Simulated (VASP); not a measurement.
# KVF3 (Pm-3m) in VASP: single point with LDA+U

Aim: the single point of KVF3 with LDA+U.

Everything below comes from runs of VASP 6.6.1. Logs are shortened: lines on timing, memory, paths and dates and some standing lists are left out, and cuts for length are marked.

## (1) The cell of the first run

Symmetry: Pm-3m, No. 221, cubic system. The conventional cell has a = 4.131 Å, b = 4.131 Å, c = 4.131 Å, α = 90.00°, β = 90.00°, γ = 90.00°. Within 3.8 Å of K (site symmetry m-3m) lie 12 F at 2.92 Å and 8 V at 3.58 Å. Within 2.7 Å of V (site symmetry m-3m) lie 6 F at 2.07 Å. F (site symmetry 4/mmm) has 2 V at 2.07 Å within 2.7 Å.

## (2) Single point, LDA+U

INCAR

```
PREC = Accurate ; ENCUT = 520
EDIFF = 1E-6 ; ISMEAR = 0
SIGMA = 0.05 ; LREAL = F
LASPH = T ; NELM = 150
ALGO = Normal ; ISIF = 2
LWAVE = F ; LCHARG = T
LMAXMIX = 4 ; LDAU = T
LDAUTYPE = 2 ; LDAUL = -1 2 -1
LDAUU = 0 3 0 ; LDAUJ = 0 0 0
LDAUPRINT = 1 ; GGA = CA
LELF = T ; LVHAR = T
NBANDS = 30
```

KPOINTS

```
Automatic mesh
0
Gamma
  5 5 5
```

POSCAR

```
KVF3
1.0
    4.1310003900      0.0000000000      0.0000000000
    0.0000000000      4.1310003900      0.0000000000
    0.0000000000      0.0000000000      4.1310003900
K V F
1 1 3
Direct
    0.0000000000      0.0000000000      0.0000000000
    0.5000000000      0.5000000000      0.5000000000
    0.5000000000      0.5000000000      0.0000000000
    0.0000000000      0.5000000000      0.5000000000
    0.5000000000      0.0000000000      0.5000000000
```

Potentials or basis: VASP PAW LDA potentials, release 64 (K_sv, V_sv, F).

Launch:

```
$ cat potpaw_LDA.64/K_sv/POTCAR potpaw_LDA.64/V_sv/POTCAR potpaw_LDA.64/F/POTCAR > POTCAR
$ mpirun -np 1 vasp_std > vasp.out
```

OUTCAR:

```text
PREC = Accurate
   ENCUT = 520
   EDIFF = 1E-6
   ISMEAR = 0
   LREAL = F
   LASPH = T
   NELM = 150
   ISIF = 2
   GGA = CA

 ion  position               nearest neighbor table
   1  0.000  0.000  0.000-
   2  0.500  0.500  0.500-   3 2.07   4 2.07   5 2.07   3 2.07   5 2.07   4 2.07
   3  0.500  0.500  0.000-   2 2.07   2 2.07
   4  0.000  0.500  0.500-   2 2.07   2 2.07
   5  0.500  0.000  0.500-   2 2.07   2 2.07

  LATTYP: Found a simple cubic cell.
 ALAT       =     4.1310003900

  Lattice vectors:

 A1 = (   4.1310003900,   0.0000000000,   0.0000000000)
 A2 = (   0.0000000000,   4.1310003900,   0.0000000000)
 A3 = (   0.0000000000,   0.0000000000,   4.1310003900)

Analysis of symmetry for initial positions (statically):
=====================================================================
 Subroutine PRICEL returns:
 Original cell was already a primitive cell.

 Routine SETGRP: Setting up the symmetry group for a
 simple cubic supercell.

 Subroutine GETGRP returns: Found 48 space group operations
 (whereof 48 operations were pure point group operations)
 out of a pool of 48 trial point group operations.

The static configuration has the point symmetry O_h .

Analysis of symmetry for dynamics (positions and initial velocities):
=====================================================================
 Subroutine PRICEL returns:
 Original cell was already a primitive cell.

 Routine SETGRP: Setting up the symmetry group for a
 simple cubic supercell.

 Subroutine GETGRP returns: Found 48 space group operations
 (whereof 48 operations were pure point group operations)
 out of a pool of 48 trial point group operations.

The dynamic configuration has the point symmetry O_h .

 Subroutine INISYM returns: Found 48 space group operations
 (whereof 48 operations are pure point group operations),
 and found     1 'primitive' translations

----------------------------------------------------------------------------------------

                                     Primitive cell

  volume of cell :      70.4962

  direct lattice vectors                    reciprocal lattice vectors
     4.131000390  0.000000000  0.000000000     0.242072115  0.000000000  0.000000000
     0.000000000  4.131000390  0.000000000     0.000000000  0.242072115  0.000000000
     0.000000000  0.000000000  4.131000390     0.000000000  0.000000000  0.242072115

  length of vectors
     4.131000390  4.131000390  4.131000390     0.242072115  0.242072115  0.242072115

  position of ions in fractional coordinates (direct lattice)
     0.000000000  0.000000000  0.000000000
     0.500000000  0.500000000  0.500000000
     0.500000000  0.500000000  0.000000000
     0.000000000  0.500000000  0.500000000
     0.500000000  0.000000000  0.500000000

  ion indices of the primitive-cell ions
   primitive index   ion index
                 1           1
                 2           2
                 3           3
                 4           4
                 5           5

----------------------------------------------------------------------------------------

 KPOINTS: Automatic mesh

Automatic generation of k-mesh.
 Grid dimensions read from file:
[... 32 lines left out ...]
   k-points           NKPTS =     10   k-points in BZ     NKDIM =     10   number of bands    NBANDS=     30
   number of dos      NEDOS =    301   number of ions     NIONS =      5
   total plane-waves  NPLWV =  32768
   dimension x,y,z NGX =    32 NGY =   32 NGZ =   32
   dimension x,y,z NGXF=    64 NGYF=   64 NGZF=   64
   ions per type =               1   1   3
   NGX,Y,Z   is equivalent  to a cutoff of  12.88, 12.88, 12.88 a.u.
   NGXF,Y,Z  is equivalent  to a cutoff of  25.76, 25.76, 25.76 a.u.
 SYSTEM =  unknown system
   PREC   = accura    normal or accurate (medium, high low for compatibility)
   ISTART =      0    job   : 0-new  1-cont  2-samecut
   ICHARG =      2    charge: 1-file 2-atom 10-const
   ISPIN  =      1    spin polarized calculation?
   LNONCOLLINEAR =      F non collinear calculations
   LSORBIT =      F    spin-orbit coupling
   LASPH  =      T    aspherical Exc in radial PAW
   ENCUT  =  520.0 eV  38.22 Ry    6.18 a.u.   7.68  7.68  7.68*2*pi/ulx,y,z
   NELM   =    150;   NELMIN=  2; NELMDL= -5     # of ELM steps
   EDIFF  = 0.1E-05   stopping-criterion for ELM
   LREAL  =      F    real-space projection
   EDIFFG = 0.1E-04   stopping-criterion for IOM
   NSW    =      0    number of steps for IOM
   IBRION =     -1    ionic relax: 0-MD 1-quasi-New 2-CG
   NFREE  =      0    steps in history (QN), initial steepest desc. (CG)
   ISIF   =      2    stress and relaxation
   ISYM   =      2    0-nonsym 1-usesym 2-fastsym
   POTIM  = 0.5000    time-step for ionic-motion
   TEBEG  =    0.0;   TEEND  =   0.0 temperature during run
   PSTRESS=    0.0 pullay stress
   NELECT =      43.0000    total number of electrons
   NUPDOWN=      -1.0000    fix difference up-down
   EMIN   =  10.00;   EMAX   =-10.00  energy-range for DOS
   EFERMI =   0.00;   METHOD = LEGACY
   ISMEAR =     0;   SIGMA  =   0.05  broadening in eV -4-tet -1-fermi 0-gaus
   EFERMI_NEDOS =   21; number of points for ismear=-14 and -15
   IALGO  =     38    algorithm
   IMIX   =      4    mixing-type and parameters
     AMIX     =   0.40;   BMIX     =  1.00
     AMIX_MAG =   1.60;   BMIX_MAG =  1.00
  volume/ion in A,a.u.               =      14.10        95.15
  Fermi-wavevector in a.u.,A,eV,Ry     =   1.388382  2.623662 26.226665  1.927606
  Thomas-Fermi vector in A             =   2.512514
   LORBIT       =      0    0 simple, 1 ext, 2 COOP (PROOUT), +10 PAW based schemes
 LDA+U is selected, type is set to LDAUTYPE =  2
   angular momentum for each species LDAUL =    -1    2   -1
   U (eV)           for each species LDAUU =   0.0  3.0  0.0
   J (eV)           for each species LDAUJ =   0.0  0.0  0.0
   GGA     = CA    functional components
   LHFCALC =     F    Hartree Fock is set to
   AEXX    =    0.0000 exact exchange contribution
   IVDW    =     0    specifies the selected vdW correction
   LEPSILON=     F    determine dielectric tensor
   LRPA    =     F    only Hartree local field effects (RPA)
 non-spin polarized calculation
 Gauss-broadening in eV      SIGMA  =   0.05
  energy-cutoff  :      520.00
  volume of cell :       70.50
 maximum number of plane-waves:      1912
 NGX is ok and might be reduce to    32
   NGX = 15   NGY = 15   NGZ = 15

atom =   2  type =  2  l = 2

 onsite density matrix

spin component  1

  0.4558 -0.0000 -0.0000  0.0000  0.0000
 -0.0000  0.4558  0.0000  0.0000  0.0000
 -0.0000  0.0000  0.0958  0.0000  0.0000
  0.0000  0.0000  0.0000  0.4558 -0.0000
  0.0000  0.0000  0.0000 -0.0000  0.0958

spin component  2

  0.4558 -0.0000 -0.0000  0.0000  0.0000
 -0.0000  0.4558  0.0000  0.0000  0.0000
 -0.0000  0.0000  0.0958  0.0000  0.0000
  0.0000  0.0000  0.0000  0.4558 -0.0000
  0.0000  0.0000  0.0000 -0.0000  0.0958

 occupancies and eigenvectors

  o =  0.0958  v =  0.0000 -0.0000  0.0099 -0.0000 -1.0000  0.0000  0.0000  0.0000  0.0000  0.0000      0.0000  0.0000  0.0000  0.0000  0.0000  0.0000  0.0000  0.0000  0.0000  0.0000
  o =  0.0958  v =  0.0000  0.0000  0.0000  0.0000  0.0000  0.0000 -0.0000  0.0099 -0.0000 -1.0000      0.0000  0.0000  0.0000  0.0000  0.0000  0.0000  0.0000  0.0000  0.0000  0.0000
  o =  0.0958  v =  0.0000  0.0000  0.0000  0.0000  0.0000  0.0000  0.0000 -1.0000 -0.0000 -0.0099      0.0000  0.0000  0.0000  0.0000  0.0000  0.0000  0.0000  0.0000  0.0000  0.0000
  o =  0.0958  v =  0.0000  0.0000 -1.0000 -0.0000 -0.0099  0.0000  0.0000  0.0000  0.0000  0.0000      0.0000  0.0000  0.0000  0.0000  0.0000  0.0000  0.0000  0.0000  0.0000  0.0000
  o =  0.4558  v =  0.0000  0.8660  0.0000 -0.5001  0.0000  0.0000  0.0000  0.0000  0.0000  0.0000      0.0000  0.0000  0.0000  0.0000  0.0000  0.0000  0.0000  0.0000  0.0000  0.0000
  o =  0.4558  v =  0.0000  0.0000  0.0000  0.0000  0.0000  0.0000  0.8660  0.0000 -0.5001  0.0000      0.0000  0.0000  0.0000  0.0000  0.0000  0.0000  0.0000  0.0000  0.0000  0.0000
  o =  0.4558  v =  0.0000  0.0000  0.0000  0.0000  0.0000  0.0000  0.5001 -0.0000  0.8660  0.0000      0.0000  0.0000  0.0000  0.0000  0.0000  0.0000  0.0000  0.0000  0.0000  0.0000
  o =  0.4558  v =  0.0000  0.5001 -0.0000  0.8660  0.0000  0.0000  0.0000  0.0000  0.0000  0.0000      0.0000  0.0000  0.0000  0.0000  0.0000  0.0000  0.0000  0.0000  0.0000  0.0000
  o =  0.4558  v =  1.0000  0.0000  0.0000  0.0000  0.0000  0.0000  0.0000  0.0000  0.0000  0.0000      0.0000  0.0000  0.0000  0.0000  0.0000  0.0000  0.0000  0.0000  0.0000  0.0000
  o =  0.4558  v =  0.0000  0.0000  0.0000  0.0000  0.0000  1.0000  0.0000  0.0000  0.0000  0.0000      0.0000  0.0000  0.0000  0.0000  0.0000  0.0000  0.0000  0.0000  0.0000  0.0000

 number of electron      43.0000019 magnetization

 Free energy of the ion-electron system (eV)
  ---------------------------------------------------
  ext. energy  EPLUGINS =         0.00000000
  ---------------------------------------------------
  free energy    TOTEN  =       -27.13571155 eV

  energy without entropy =      -27.12857762  energy(sigma->0) =      -27.13214459

 E-fermi :   4.8132     XC(G=0): -10.4418

 val. band max:        4.7779621889   @ k =   0.4000   0.4000   0.0000
 cond. band min:       4.9177335359   @ k =   0.4000   0.2000   0.2000
 fundamental gap:      0.1397713470
 Fermi energy:         4.8132451271

 k-point     1 :       0.0000    0.0000    0.0000
  band No.  band energies     occupation
      1     -59.6484      2.00000
      2     -33.9870      2.00000
      3     -33.9870      2.00000
      4     -33.9870      2.00000
      5     -26.8829      2.00000
      6     -21.2415      2.00000
[... 319 lines left out ...]
     29      10.8694      0.00000
     30      11.3014      0.00000

------------------------ aborting loop because EDIFF is reached ----------------------------------------

  FORCE on cell =-STRESS in cart. coord.  units (eV):
  Direction    XX          YY          ZZ          XY          YZ          ZX
  --------------------------------------------------------------------------------------
  -------------------------------------------------------------------------------------
  Total       -3.4861913     -3.4861913     -3.4861913      0.0000000     -0.0000000      0.0000000
  in kB      -79.2311736    -79.2311736    -79.2311736      0.0000000     -0.0000000      0.0000000
  external PRESSURE =     -79.2311736 kB  Pullay stress =       0.0000000 kB

 VOLUME and BASIS-vectors are now :
 -----------------------------------------------------------------------------
  energy-cutoff  :      520.00
  volume of cell :       70.50
      direct lattice vectors                 reciprocal lattice vectors
     4.131000390  0.000000000  0.000000000     0.242072115  0.000000000  0.000000000
     0.000000000  4.131000390  0.000000000     0.000000000  0.242072115  0.000000000
     0.000000000  0.000000000  4.131000390     0.000000000  0.000000000  0.242072115

 POSITION                                       TOTAL-FORCE (eV/Angst)
 -----------------------------------------------------------------------------------
      0.00000      0.00000      0.00000         0.000000      0.000000      0.000000
      2.06550      2.06550      2.06550         0.000000      0.000000      0.000000
      2.06550      2.06550      0.00000         0.000000      0.000000      0.000000
      0.00000      2.06550      2.06550         0.000000      0.000000      0.000000
      2.06550      0.00000      2.06550         0.000000      0.000000      0.000000
 -----------------------------------------------------------------------------------
    total drift:                                0.000000     -0.000000     -0.000000

  FREE ENERGIE OF THE ION-ELECTRON SYSTEM (eV)
  ---------------------------------------------------
  free  energy   TOTEN  =       -27.1357115535 eV

  energy  without entropy=      -27.1285776224  energy(sigma->0) =      -27.13214459
```

Run time: 9.3 s. Hardware: 1 thread of Intel Xeon Platinum 8488C (Sapphire Rapids), shared host; peak memory 0.16 GiB.

Results:

| Item | Value |
| --- | --- |
| Free energy | -27.1357 eV |
| Pressure | -7.9 GPa |

Levels at points of the mesh, in eV from the Fermi level:
| k point | band 19 | band 20 | band 21 | band 22 | band 23 | band 24 | band 25 | band 26 |
| --- | --- | --- | --- | --- | --- | --- | --- | --- |
| (0.00, 0.00, 0.00) | -6.99 | -6.99 | -0.69 | -0.69 | -0.69 | 0.22 | 1.41 | 1.41 |

Eigenvalues of the final occupation matrices:
| site | spin | trace | eigenvalues |
| --- | --- | --- | --- |
| site 2 d | 1 | 1.56 | 0.10 0.10 0.46 0.46 0.46 |
| site 2 d | 2 | 1.56 | 0.10 0.10 0.46 0.46 0.46 |

Caveat: an odd number of electrons without spin polarisation forces a metal; a magnetic or distorted state may lie lower; the run has no spin polarisation, though such a crystal can be magnetic; U without spin polarisation on a metal has little footing.
